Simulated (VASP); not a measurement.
# Pt (Fm-3m) in VASP: settings compared, part 2 of 2

VASP 6.6.1. Earlier steps stand in the parts before.

**4. Relaxation of cell and atoms, BLYP+D4**

This run uses another cell than the first one, of 15.08 Å³/atom, 0.994 times its volume.

INCAR reads:

```
SYSTEM = Pt
  PREC = Accurate
  ENCUT = 600
  EDIFF = 1E-6
  ISMEAR = -1
  SIGMA = 0.05
  LREAL = .False.
  LASPH = .True.
  NELM = 100
  ALGO = Normal
  ISIF = 3
  LWAVE = .False.
  LCHARG = .False.
  GGA = B5
  ALDAX = 1.0
  AGGAX = 1.0
  AGGAC = 1.0
  ALDAC = 0.0
  IVDW = 13
  VDW_S6 = 1.0
  VDW_S8 = 2.34076671
  VDW_A1 = 0.44488865
  VDW_A2 = 4.0933009
  IBRION = 2
  NSW = 80
  EDIFFG = -0.02
```

KPOINTS reads:

```
regular mesh
0
Gamma
  12 12 12
  0 0 0
```

POSCAR reads:

```
Pt
1.0
    0.0000000000      1.9609000000      1.9609000000
    1.9609000000      0.0000000000      1.9609000000
    1.9609000000      1.9609000000      0.0000000000
Pt
1
Direct
    0.0000000000      0.0000000000      0.0000000000
```

Potentials or basis: VASP PAW PBE potentials, release 64 (Pt).

Command:

```
$ cat potpaw_PBE.64/Pt/POTCAR > POTCAR
$ mpirun -np 1 vasp_std > vasp.out
```

OUTCAR:

```text
SYSTEM = Pt
   PREC = Accurate
   ENCUT = 600
   EDIFF = 1E-6
   ISMEAR = -1
   LREAL = .False.
   LASPH = .True.
   NELM = 100
   ISIF = 3
   GGA = B5
   IVDW = 13
   IBRION = 2
   NSW = 80
   EDIFFG = -0.02

 ion  position               nearest neighbor table
   1  0.000  0.000  0.000-

  LATTYP: Found a face centered cubic cell.
 ALAT       =     3.9218000000

  Lattice vectors:

 A1 = (   0.0000000000,   1.9609000000,   1.9609000000)
 A2 = (   1.9609000000,   0.0000000000,   1.9609000000)
 A3 = (   1.9609000000,   1.9609000000,   0.0000000000)

Analysis of symmetry for initial positions (statically):
=====================================================================
 Subroutine PRICEL returns:
 Original cell was already a primitive cell.

 Routine SETGRP: Setting up the symmetry group for a
 face centered cubic supercell.

 Subroutine GETGRP returns: Found 48 space group operations
 (whereof 48 operations were pure point group operations)
 out of a pool of 48 trial point group operations.

The static configuration has the point symmetry O_h .

Analysis of symmetry for dynamics (positions and initial velocities):
=====================================================================
 Subroutine PRICEL returns:
 Original cell was already a primitive cell.

 Routine SETGRP: Setting up the symmetry group for a
 face centered cubic supercell.

 Subroutine GETGRP returns: Found 48 space group operations
 (whereof 48 operations were pure point group operations)
 out of a pool of 48 trial point group operations.

The dynamic configuration has the point symmetry O_h .

 Subroutine INISYM returns: Found 48 space group operations
 (whereof 48 operations are pure point group operations),
 and found     1 'primitive' translations

----------------------------------------------------------------------------------------

                                     Primitive cell

  volume of cell :      15.0798

  direct lattice vectors                    reciprocal lattice vectors
[... 101 lines left out ...]
   EFERMI_NEDOS =   21; number of points for ismear=-14 and -15
   IALGO  =     38    algorithm
   IMIX   =      4    mixing-type and parameters
     AMIX     =   0.40;   BMIX     =  1.00
     AMIX_MAG =   1.60;   BMIX_MAG =  1.00
  volume/ion in A,a.u.               =      15.08       101.76
  Fermi-wavevector in a.u.,A,eV,Ry     =   1.427609  2.697791 27.729605  2.038068
  Thomas-Fermi vector in A             =   2.547760
   LORBIT       =      0    0 simple, 1 ext, 2 COOP (PROOUT), +10 PAW based schemes
   GGA     = B5    functional components
   LHFCALC =     F    Hartree Fock is set to
   AEXX    =    0.0000 exact exchange contribution
   IVDW    =    13    specifies the selected vdW correction
   LEPSILON=     F    determine dielectric tensor
   LRPA    =     F    only Hartree local field effects (RPA)
 conjugate gradient relaxation of ions
 non-spin polarized calculation
  energy-cutoff  :      600.00
  volume of cell :       15.08
 maximum number of plane-waves:       531
 NGX is ok and might be reduce to    24
   NGX = 11   NGY = 11   NGZ = 11

--------------------------------------- Ionic step        1  -------------------------------------------

 number of electron      10.0000000 magnetization

 Free energy of the ion-electron system (eV)
  ---------------------------------------------------
  ext. energy  EPLUGINS =         0.00000000
  ---------------------------------------------------
  free energy    TOTEN  =        -4.88743734 eV

  energy without entropy =       -4.87239871  energy(sigma->0) =       -4.87991802

------------------------ aborting loop because EDIFF is reached ----------------------------------------

  DFT-D4 for vdW energy calculation

  Edisp (eV):   -1.49437
[... 30 lines left out ...]
--------------------------------------- Ionic step        2  -------------------------------------------

 number of electron      10.0000001 magnetization

 E-fermi :   9.1167     XC(G=0): -11.9116

 val. band max:        9.1161566233   @ k =  -0.4167   0.4167   0.1667
 cond. band min:       9.1218274225   @ k =   0.5000   0.0000   0.0000
 fundamental gap:      0.0056707991
 Fermi energy:         9.1167186541

 k-point     1 :       0.0000    0.0000    0.0000
  band No.  band energies     occupation
      1       0.6388      2.00000
      2       6.1521      2.00000
      3       6.1521      2.00000
      4       6.1521      2.00000
      5       7.8186      2.00000
      6       7.8186      2.00000
      7      24.3450      0.00000
      8      28.2840      0.00000
      9      28.2840      0.00000
[... 353 lines left out ...]
--------------------------------------- Ionic step        4  -------------------------------------------

 number of electron      10.0000002 magnetization

 Free energy of the ion-electron system (eV)
  ---------------------------------------------------
  ext. energy  EPLUGINS =         0.00000000
  ---------------------------------------------------
  free energy    TOTEN  =        -4.97044786 eV

  energy without entropy =       -4.95463413  energy(sigma->0) =       -4.96254099

 E-fermi :  11.0786     XC(G=0): -12.5486

 val. band max:       11.0777905850   @ k =   0.4167   0.3333   0.0000
 cond. band min:      11.0791263007   @ k =  -0.4167   0.4167   0.1667
 fundamental gap:      0.0013357157
 Fermi energy:        11.0786141884

 k-point     1 :       0.0000    0.0000    0.0000
  band No.  band energies     occupation
      1       1.4584      2.00000
      2       7.5114      2.00000
      3       7.5114      2.00000
      4       7.5114      2.00000
      5       9.5193      2.00000
      6       9.5193      2.00000
      7      26.1081      0.00000
      8      30.6832      0.00000
      9      30.6832      0.00000
[... 308 lines left out ...]
  FREE ENERGIE OF THE ION-ELECTRON SYSTEM (eV)
  ---------------------------------------------------
  free  energy   TOTEN  =        -6.4041090596 eV

  energy  without entropy=       -6.3882953291  energy(sigma->0) =       -6.39620219

 reached required accuracy - stopping structural energy minimisation
```

CONTCAR:

```text
Pt
   1.00000000000000
     0.0000000000000000    1.9886515719359446    1.9886515719359446
     1.9886515719359446    0.0000000000000000    1.9886515719359446
     1.9886515719359446    1.9886515719359446    0.0000000000000000
  Pt
     1
Direct
     0.0000000000000000    0.0000000000000000    0.0000000000000000

  0.00000000E+00  0.00000000E+00  0.00000000E+00
```

Run time: 21 s. Hardware: 1 thread of Intel Xeon 6975P-C (Granite Rapids), shared host; peak memory 0.15 GiB.

Results:

* Free energy: -6.4041 eV
* Relaxed volume: 15.73 Å³/atom
* Relaxed cell: a = 2.812 Å, b = 2.812 Å, c = 2.812 Å, α = 60.00°, β = 60.00°, γ = 60.00°
* Space group after relaxing (to 0.05 Å): Fm-3m (No. 225)
* Energy gained by relaxing: 22.3 meV/atom
* Ionic steps: 4
* Pressure after relaxing: -0.1 GPa
* Band gap on the k mesh: zero (band 5 reaches 11.52 eV, above the bottom of band 6 at 9.43 eV)
* Dispersion energy per atom: -1.434 eV

Step by step:
```csv
step,energy change (eV),largest force (eV/Å),pressure (GPa),volume (Å³)
1,0.0000,0.0000,11.60,15.08
2,0.1104,0.0000,-20.23,17.59
3,-0.0222,0.0000,-0.48,15.76
4,-0.0223,0.0000,-0.06,15.73
```

Final structure:
```
Pt
1.0
     0.00000    1.98865    1.98865
     1.98865    0.00000    1.98865
     1.98865    1.98865    0.00000
Pt
1
Direct
  0.00000 0.00000 0.00000
```

Levels at points of the mesh, in eV from the Fermi level:
```
           k point  band 3  band 4  band 5  band 6  band 7  band 8
(0.00, 0.00, 0.00)   -3.57   -3.57   -1.56   -1.56   15.03   19.60
(0.50, 0.00, 0.00)   -3.62   -0.05    0.02    0.02    5.53   14.61
(0.50, 0.50, 0.00)   -0.02    0.44    0.44    2.07    8.42   11.37
```

Caveat: the PAW data sets were made with another functional, which shifts forces and pressure a little; spin-orbit coupling is left out, which moves the levels of the heavy elements; pairwise dispersion overbinds metals, which lowers pressure and volume. Zero-point motion and thermal expansion aren't in these numbers.

**5. Summary**

```csv
task,level,cell,cutoff (eV),gap on the mesh (eV),pressure (GPa),relaxed volume (Å³/atom)
single point,PBE+D3(BJ),"a = 2.778 Å, angles 60.0°, 1 atom",520,none,-0.5,-
relaxation of cell and atoms,revPBE+D3(BJ),"relaxed from a = 2.773 Å, angles 60.0°, 1 atom",600,none,0.0,14.89
relaxation of cell and atoms,BLYP+D4,"relaxed from a = 2.773 Å, angles 60.0°, 1 atom",600,none,-0.1,15.73
```

Alike in all rows: potentials or basis VASP PAW PBE potentials, release 64 (Pt); no spin polarisation; k mesh 12 × 12 × 12; smearing fermi-dirac 0.05 eV.

Caveats: spin-orbit coupling is left out, which moves the levels of the heavy elements; pairwise dispersion overbinds metals, which lowers pressure and volume; the PAW data sets were made with another functional, which shifts forces and pressure a little (some runs).

Absolute energies hang on the potentials; compare differences alone.
